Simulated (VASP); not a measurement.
# SiNi (Pmmn) in VASP: further runs

The runs below take SiNi through single point, with r2SCAN+U, LDA+U, PBEsol+U, PBE.

Everything below comes from runs of VASP 6.6.1. Logs are shortened: lines on timing, memory, paths and dates and some standing lists are left out, and cuts for length are marked.

**1. The cell of the first run**

Symmetry: Pmmn, No. 59, orthorhombic system. Conventional cell: a = 2.943 Å, b = 3.280 Å, c = 4.677 Å, α = 90.00°, β = 90.00°, γ = 90.00°. Ni (site symmetry mm2) has 6 Si at 2.34 to 2.37 Å and 6 Ni at 2.65 to 2.94 Å within 3.1 Å. Si (site symmetry mm2) has 6 Ni at 2.34 to 2.37 Å and 6 Si at 2.65 to 2.94 Å within 3.1 Å.

**2. Single point, r2SCAN+U, collinear spin, ferromagnetic start**

Contents of POSCAR:

```
SiNi
1.0
    2.9427706600      0.0000000000      0.0000000000
    0.0000000000      3.2803255400      0.0000000000
    0.0000000000      0.0000000000      4.6774467600
Ni Si
2 2
Direct
    0.5000000000      0.5000000000      0.3424955900
    0.0000000000      0.0000000000      0.6575044100
    0.5000000000      0.5000000000      0.8431431600
    0.0000000000      0.0000000000      0.1568568400
```

Contents of INCAR.step1:

```
ALGO     = Normal         # electronic algorithm
EDIFF    = 1E-5           # SCF threshold, eV
ENCUT    = 660            # plane-wave cutoff, eV
GGA      = PE             # functional
GGA_COMPAT= False        
ISMEAR   = -1             # smearing method
ISPIN    = 2              # spin polarisation
LASPH    = True           # aspherical terms in the spheres
LCHARG   = False          # write CHGCAR
LDAU     = True           # DFT+U
LDAUJ    = 0 0          
LDAUL    = 2 -1           # shell
LDAUTYPE = 2            
LDAUU    = 5 0            # U, eV
LMAXMIX  = 4              # l up to which the mixer works
LREAL    = False          # projectors in reciprocal space
LWAVE    = True           # write WAVECAR
MAGMOM   = 1 1 0 0        # initial moments
NBANDS   = 26             # bands
NELM     = 200            # most SCF steps
PREC     = Accurate       # precision mode
SIGMA    = 0.05           # smearing width, eV
```

Contents of INCAR.step2:

```
ALGO     = Normal         # electronic algorithm
EDIFF    = 1E-6           # SCF threshold, eV
ENCUT    = 660            # plane-wave cutoff, eV
GGA_COMPAT= False        
ISIF     = 2              # what is computed and relaxed
ISMEAR   = -1             # smearing method
ISPIN    = 2              # spin polarisation
ISTART   = 1            
LASPH    = True           # aspherical terms in the spheres
LCHARG   = False          # write CHGCAR
LDAU     = True           # DFT+U
LDAUJ    = 0 0          
LDAUL    = 2 -1           # shell
LDAUPRINT= 1            
LDAUTYPE = 2            
LDAUU    = 5 0            # U, eV
LMAXMIX  = 4              # l up to which the mixer works
LMIXTAU  = True         
LORBIT   = 11             # projections on sites
LREAL    = False          # projectors in reciprocal space
LWAVE    = False          # write WAVECAR
MAGMOM   = 1 1 0 0        # initial moments
METAGGA  = R2SCAN         # meta-GGA
NBANDS   = 26             # bands
NELM     = 200            # most SCF steps
PREC     = Accurate       # precision mode
SIGMA    = 0.05           # smearing width, eV
```

Contents of KPOINTS:

```
k-points
0
Gamma
  9 8 6
```

Potentials or basis: VASP PAW PBE potentials, release 64 (Ni, Si).

Launch:

```sh
> cat potpaw_PBE.64/Ni/POTCAR potpaw_PBE.64/Si/POTCAR > POTCAR
> cp INCAR.step1 INCAR
> mpirun -np 1 vasp_std > vasp.out
> cp INCAR.step2 INCAR
> mpirun -np 1 vasp_std > vasp.out
```

OUTCAR:

```text
EDIFF = 1E-6
   ENCUT = 660
   ISIF = 2
   ISMEAR = -1
   ISPIN = 2
   ISTART = 1
   LASPH = True
   LORBIT = 11
   LREAL = False
   METAGGA = R2SCAN
   NELM = 200
   PREC = Accurate

 ion  position               nearest neighbor table
   1  0.500  0.500  0.342-   3 2.34   3 2.34   4 2.37   4 2.37   4 2.37   4 2.37   2 2.65   2 2.65
                             2 2.65   2 2.65
   2  0.000  0.000  0.658-   4 2.34   4 2.34   3 2.37   3 2.37   3 2.37   3 2.37   1 2.65   1 2.65
                             1 2.65   1 2.65
   3  0.500  0.500  0.843-   1 2.34   1 2.34   2 2.37   2 2.37   2 2.37   2 2.37   4 2.65   4 2.65
                             4 2.65   4 2.65
   4  0.000  0.000  0.157-   2 2.34   2 2.34   1 2.37   1 2.37   1 2.37   1 2.37   3 2.65   3 2.65
                             3 2.65   3 2.65

  LATTYP: Found a simple orthorhombic cell.
 ALAT       =     2.9427706600
 B/A-ratio  =     1.1147064855
 C/A-ratio  =     1.5894703667

  Lattice vectors:

 A1 = (   2.9427706600,   0.0000000000,   0.0000000000)
 A2 = (   0.0000000000,   3.2803255400,   0.0000000000)
 A3 = (   0.0000000000,   0.0000000000,   4.6774467600)

Analysis of symmetry for initial positions (statically):
=====================================================================
 Subroutine PRICEL returns:
 Original cell was already a primitive cell.

 Routine SETGRP: Setting up the symmetry group for a
 simple orthorhombic supercell.

 Subroutine GETGRP returns: Found  8 space group operations
 (whereof  4 operations were pure point group operations)
 out of a pool of  8 trial point group operations.

The static configuration has the point symmetry C_2v.
 The point group associated with its full space group is D_2h.

Analysis of symmetry for dynamics (positions and initial velocities):
=====================================================================
 Subroutine PRICEL returns:
 Original cell was already a primitive cell.

 Routine SETGRP: Setting up the symmetry group for a
 simple orthorhombic supercell.

 Subroutine GETGRP returns: Found  8 space group operations
 (whereof  4 operations were pure point group operations)
 out of a pool of  8 trial point group operations.

The dynamic configuration has the point symmetry C_2v.
 The point group associated with its full space group is D_2h.

Analysis of structural, dynamic, and magnetic symmetry:
=====================================================================
 Subroutine PRICEL returns:
 Original cell was already a primitive cell.

 Routine SETGRP: Setting up the symmetry group for a
 simple orthorhombic supercell.

 Subroutine GETGRP returns: Found  8 space group operations
 (whereof  4 operations were pure point group operations)
 out of a pool of  8 trial point group operations.

The overall configuration has the point symmetry C_2v.
 The point group associated with its full space group is D_2h.

 Subroutine INISYM returns: Found  8 space group operations
 (whereof  4 operations are pure point group operations),
 and found     1 'primitive' translations

----------------------------------------------------------------------------------------

[... 151 lines left out ...]

spin component  2

  0.8312  0.0000  0.0000  0.0000  0.0000
  0.0000  0.8651  0.0000  0.0000  0.0000
  0.0000  0.0000  0.8757  0.0000  0.0006
  0.0000  0.0000  0.0000  0.8826  0.0000
  0.0000  0.0000  0.0006  0.0000  0.9378

 occupancies and eigenvectors

  o =  0.8312  v =  0.0000  0.0000  0.0000  0.0000  0.0000  1.0000  0.0000  0.0000  0.0000  0.0000      0.0000  0.0000  0.0000  0.0000  0.0000  0.0000  0.0000  0.0000  0.0000  0.0000
  o =  0.8312  v =  1.0000  0.0000  0.0000  0.0000  0.0000  0.0000  0.0000  0.0000  0.0000  0.0000      0.0000  0.0000  0.0000  0.0000  0.0000  0.0000  0.0000  0.0000  0.0000  0.0000
  o =  0.8651  v =  0.0000  0.0000  0.0000  0.0000  0.0000  0.0000  1.0000  0.0000  0.0000  0.0000      0.0000  0.0000  0.0000  0.0000  0.0000  0.0000  0.0000  0.0000  0.0000  0.0000
  o =  0.8651  v =  0.0000  1.0000  0.0000  0.0000  0.0000  0.0000  0.0000  0.0000  0.0000  0.0000      0.0000  0.0000  0.0000  0.0000  0.0000  0.0000  0.0000  0.0000  0.0000  0.0000
  o =  0.8757  v =  0.0000  0.0000  0.0000  0.0000  0.0000  0.0000  0.0000 -1.0000  0.0000  0.0092      0.0000  0.0000  0.0000  0.0000  0.0000  0.0000  0.0000  0.0000  0.0000  0.0000
  o =  0.8757  v =  0.0000  0.0000 -1.0000  0.0000  0.0092  0.0000  0.0000  0.0000  0.0000  0.0000      0.0000  0.0000  0.0000  0.0000  0.0000  0.0000  0.0000  0.0000  0.0000  0.0000
  o =  0.8826  v =  0.0000  0.0000  0.0000  0.0000  0.0000  0.0000  0.0000  0.0000 -1.0000  0.0000      0.0000  0.0000  0.0000  0.0000  0.0000  0.0000  0.0000  0.0000  0.0000  0.0000
  o =  0.8826  v =  0.0000  0.0000  0.0000 -1.0000  0.0000  0.0000  0.0000  0.0000  0.0000  0.0000      0.0000  0.0000  0.0000  0.0000  0.0000  0.0000  0.0000  0.0000  0.0000  0.0000
  o =  0.9378  v =  0.0000  0.0000 -0.0092  0.0000 -1.0000  0.0000  0.0000  0.0000  0.0000  0.0000      0.0000  0.0000  0.0000  0.0000  0.0000  0.0000  0.0000  0.0000  0.0000  0.0000
  o =  0.9378  v =  0.0000  0.0000  0.0000  0.0000  0.0000  0.0000  0.0000 -0.0092  0.0000 -1.0000      0.0000  0.0000  0.0000  0.0000  0.0000  0.0000  0.0000  0.0000  0.0000  0.0000

atom =   2  type =  1  l = 2

 onsite density matrix

spin component  1

  0.8312  0.0000  0.0000  0.0000  0.0000
  0.0000  0.8651  0.0000  0.0000  0.0000
  0.0000  0.0000  0.8757  0.0000  0.0006
  0.0000  0.0000  0.0000  0.8826  0.0000
  0.0000  0.0000  0.0006  0.0000  0.9378

spin component  2

  0.8312  0.0000  0.0000  0.0000  0.0000
  0.0000  0.8651  0.0000  0.0000  0.0000
  0.0000  0.0000  0.8757  0.0000  0.0006
  0.0000  0.0000  0.0000  0.8826  0.0000
  0.0000  0.0000  0.0006  0.0000  0.9378

 occupancies and eigenvectors

  o =  0.8312  v =  0.0000  0.0000  0.0000  0.0000  0.0000  1.0000  0.0000  0.0000  0.0000  0.0000      0.0000  0.0000  0.0000  0.0000  0.0000  0.0000  0.0000  0.0000  0.0000  0.0000
  o =  0.8312  v =  1.0000  0.0000  0.0000  0.0000  0.0000  0.0000  0.0000  0.0000  0.0000  0.0000      0.0000  0.0000  0.0000  0.0000  0.0000  0.0000  0.0000  0.0000  0.0000  0.0000
  o =  0.8651  v =  0.0000  0.0000  0.0000  0.0000  0.0000  0.0000  1.0000  0.0000  0.0000  0.0000      0.0000  0.0000  0.0000  0.0000  0.0000  0.0000  0.0000  0.0000  0.0000  0.0000
  o =  0.8651  v =  0.0000  1.0000  0.0000  0.0000  0.0000  0.0000  0.0000  0.0000  0.0000  0.0000      0.0000  0.0000  0.0000  0.0000  0.0000  0.0000  0.0000  0.0000  0.0000  0.0000
  o =  0.8757  v =  0.0000  0.0000  0.0000  0.0000  0.0000  0.0000  0.0000 -1.0000  0.0000  0.0092      0.0000  0.0000  0.0000  0.0000  0.0000  0.0000  0.0000  0.0000  0.0000  0.0000
  o =  0.8757  v =  0.0000  0.0000 -1.0000  0.0000  0.0092  0.0000  0.0000  0.0000  0.0000  0.0000      0.0000  0.0000  0.0000  0.0000  0.0000  0.0000  0.0000  0.0000  0.0000  0.0000
  o =  0.8826  v =  0.0000  0.0000  0.0000  0.0000  0.0000  0.0000  0.0000  0.0000 -1.0000  0.0000      0.0000  0.0000  0.0000  0.0000  0.0000  0.0000  0.0000  0.0000  0.0000  0.0000
  o =  0.8826  v =  0.0000  0.0000  0.0000 -1.0000  0.0000  0.0000  0.0000  0.0000  0.0000  0.0000      0.0000  0.0000  0.0000  0.0000  0.0000  0.0000  0.0000  0.0000  0.0000  0.0000
  o =  0.9378  v =  0.0000  0.0000 -0.0092  0.0000 -1.0000  0.0000  0.0000  0.0000  0.0000  0.0000      0.0000  0.0000  0.0000  0.0000  0.0000  0.0000  0.0000  0.0000  0.0000  0.0000
  o =  0.9378  v =  0.0000  0.0000  0.0000  0.0000  0.0000  0.0000  0.0000 -0.0092  0.0000 -1.0000      0.0000  0.0000  0.0000  0.0000  0.0000  0.0000  0.0000  0.0000  0.0000  0.0000

 number of electron      27.9999996 magnetization      -0.0000001

 Free energy of the ion-electron system (eV)
  ---------------------------------------------------
  ext. energy  EPLUGINS =         0.00000000
  ---------------------------------------------------
  free energy    TOTEN  =       -37.33402957 eV

  energy without entropy =      -37.32655728  energy(sigma->0) =      -37.33029342

 E-fermi :  11.1433     XC(G=0): -13.5048

 val. band max:       11.0989015853   @ k =   0.4444   0.5000   0.3333
 cond. band min:      11.1570114560   @ k =   0.4444   0.3750   0.3333
 fundamental gap:      0.0581098707
 Fermi energy:        11.1432802975

 spin component 1

 k-point     1 :       0.0000    0.0000    0.0000
  band No.  band energies     occupation
      1      -3.3543      1.00000
      2       2.5829      1.00000
      3       4.6057      1.00000
      4       6.0455      1.00000
      5       6.8841      1.00000
      6       7.5214      1.00000
[... 1385 lines left out ...]
     25      29.4007      0.00000
     26      29.4007      0.00000

 [... further k-points ...]

------------------------ aborting loop because EDIFF is reached ----------------------------------------

  FORCE on cell =-STRESS in cart. coord.  units (eV):
  Direction    XX          YY          ZZ          XY          YZ          ZX
  --------------------------------------------------------------------------------------
  -------------------------------------------------------------------------------------
  Total       -1.9701566     -1.9558945     -2.5560318      0.0000000      0.0000000      0.0000000
  in kB      -69.9083605    -69.4022893    -90.6973529      0.0000000      0.0000000      0.0000000
  external PRESSURE =     -76.6693342 kB  Pullay stress =       0.0000000 kB

 VOLUME and BASIS-vectors are now :
 -----------------------------------------------------------------------------
  energy-cutoff  :      660.00
  volume of cell :       45.15
      direct lattice vectors                 reciprocal lattice vectors
     2.942770660  0.000000000  0.000000000     0.339815812  0.000000000  0.000000000
     0.000000000  3.280325540  0.000000000     0.000000000  0.304847793  0.000000000
     0.000000000  0.000000000  4.677446760     0.000000000  0.000000000  0.213791851

 POSITION                                       TOTAL-FORCE (eV/Angst)
 -----------------------------------------------------------------------------------
      1.47139      1.64016      1.60200         0.000000      0.000000      0.007267
      0.00000      0.00000      3.07544         0.000000      0.000000     -0.007267
      1.47139      1.64016      3.94376         0.000000      0.000000     -0.294963
      0.00000      0.00000      0.73369         0.000000      0.000000      0.294963
 -----------------------------------------------------------------------------------
    total drift:                                0.000000      0.000000     -0.000000

  FREE ENERGIE OF THE ION-ELECTRON SYSTEM (eV)
  ---------------------------------------------------
  free  energy   TOTEN  =       -37.3340295665 eV

  energy  without entropy=      -37.3265572832  energy(sigma->0) =      -37.33029342

 total charge

# of ion       s       p       d       tot
------------------------------------------
    1        0.472   0.606   8.747   9.825
    2        0.472   0.606   8.747   9.825
    3        0.739   0.862   0.000   1.601
    4        0.739   0.862   0.000   1.601
--------------------------------------------------
tot          2.422   2.936  17.495  22.853

 magnetization (x)

# of ion       s       p       d       tot
------------------------------------------
    1       -0.000  -0.000  -0.000  -0.000
    2       -0.000  -0.000  -0.000  -0.000
    3       -0.000  -0.000   0.000  -0.000
    4       -0.000  -0.000   0.000  -0.000
--------------------------------------------------
tot         -0.000  -0.000  -0.000  -0.000
```

Run time: 9.8 min. Hardware: 1 thread of AMD EPYC 9R45 (Zen 5), shared host; peak memory 0.35 GiB.

What came out:

```yaml
Free_energy: -37.3340 eV
Pressure: -7.7 GPa
Largest_force: 0.295 eV/Å
Band_gap_on_the_k_mesh: zero (filled and empty bands overlap)
Net_moment: 0.00 μB per cell
Valence_electrons_inside_the_program's_atomic_spheres: Ni 9.82; Si 1.60
```

Forces on the atoms (eV/Å):
```
Ni   0.000  0.000  0.007
Ni   0.000  0.000 -0.007
Si   0.000  0.000 -0.295
Si   0.000  0.000  0.295
```

Eigenvalues of the final occupation matrices:
| site | spin | trace | eigenvalues |
| --- | --- | --- | --- |
| site 1 d | 1 | 4.39 | 0.83 0.87 0.88 0.88 0.94 |
| site 1 d | 2 | 4.39 | 0.83 0.87 0.88 0.88 0.94 |
| site 2 d | 1 | 4.39 | 0.83 0.87 0.88 0.88 0.94 |
| site 2 d | 2 | 4.39 | 0.83 0.87 0.88 0.88 0.94 |

Caveat: the cell stands under tension; the moments typed at the start vanished in this run; the PAW data sets were made with another functional, which shifts forces and pressure a little; the U is typed as a test and isn't derived for this compound.

(Continued in part 2 of 3.)

The gap in the log of VASP goes by the Fermi energy; the results here count the filled bands.